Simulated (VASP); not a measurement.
Input of a VASP 6.6.1 run:

The input INCAR:

```
SYSTEM = CsPbBr3
PREC     = Accurate       ! precision mode
ENCUT    = 520            ! plane-wave cutoff, eV
EDIFF    = 1E-6           ! SCF threshold, eV
ISMEAR   = -1             ! smearing method
SIGMA    = 0.05           ! smearing width, eV
LREAL    = .False.        ! projectors in reciprocal space
LASPH    = .True.         ! aspherical terms in the spheres
NELM     = 60             ! most SCF steps
ALGO     = Normal         ! electronic algorithm
ISIF     = 2              ! what is computed and relaxed
LWAVE    = .False.        ! write WAVECAR
LCHARG   = .False.        ! write CHGCAR
GGA      = PS             ! functional
NBANDS   = 30             ! bands
```

Contents of KPOINTS:

```
regular mesh
0
Gamma
  5 5 5
  0 0 0
```

File POSCAR:

```
CsPbBr3
1.0
    5.9472457004      0.0000000000      0.0000000000
    0.0000000000      5.9472457004      0.0000000000
    0.0000000000      0.0000000000      5.9472457004
Pb Cs Br
1 1 3
Direct
    0.5000000000      0.5000000000      0.5000000000
    0.0000000000      0.0000000000      0.0000000000
    0.5000000000      0.5000000000      0.0000000000
    0.5000000000      0.0000000000      0.5000000000
    0.0000000000      0.5000000000      0.5000000000
```

Potentials or basis: VASP PAW PBE potentials, release 64 (Pb_d, Cs_sv, Br).

Launch:

```sh
$ cat potpaw_PBE.64/Pb_d/POTCAR potpaw_PBE.64/Cs_sv/POTCAR potpaw_PBE.64/Br/POTCAR > POTCAR
$ mpirun -np 1 vasp_std > vasp.out
```

(1) What does it give for the band gap on the k mesh?

(2) Predict the pressure.

## Answers

(1) 2.63 eV.

(2) -0.8 GPa.

Caveat: the PAW data sets were made with another functional, which shifts forces and pressure a little; spin-orbit coupling is left out, which moves the levels of the heavy elements; an odd mesh through Γ misses points on the zone boundary, where band edges can lie.
